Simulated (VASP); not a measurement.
Here is a VASP 6.6.1 calculation.

The input INCAR:

```
  ALGO = Fast
  EDIFF = 1E-6
  ENCUT = 520
  GGA = PS
  ISIF = 2
  ISMEAR = 0
  LASPH = T
  LCHARG = F
  LREAL = F
  LWAVE = F
  NBANDS = 10
  NELM = 60
  PREC = Accurate
  SIGMA = 0.1
```

File KPOINTS:

```
k-points
0
Gamma
  20 20 20
```

File POSCAR:

```
Ir
1.0
   -1.5380991982      1.5380991982      1.5380991982
    1.5380991982     -1.5380991982      1.5380991982
    1.5380991982      1.5380991982     -1.5380991982
Ir
1
Direct
    0.0000000000      0.0000000000      0.0000000000
```

Potentials or basis: VASP PAW PBE potentials, release 64 (Ir).

Command:

```console
$ cat potpaw_PBE.64/Ir/POTCAR > POTCAR
$ mpirun -np 1 vasp_std > vasp.out
```

(1) Predict the pressure.

Answers

(1) 0.9 GPa.

Caveat: the PAW data sets were made with another functional, which shifts forces and pressure a little.
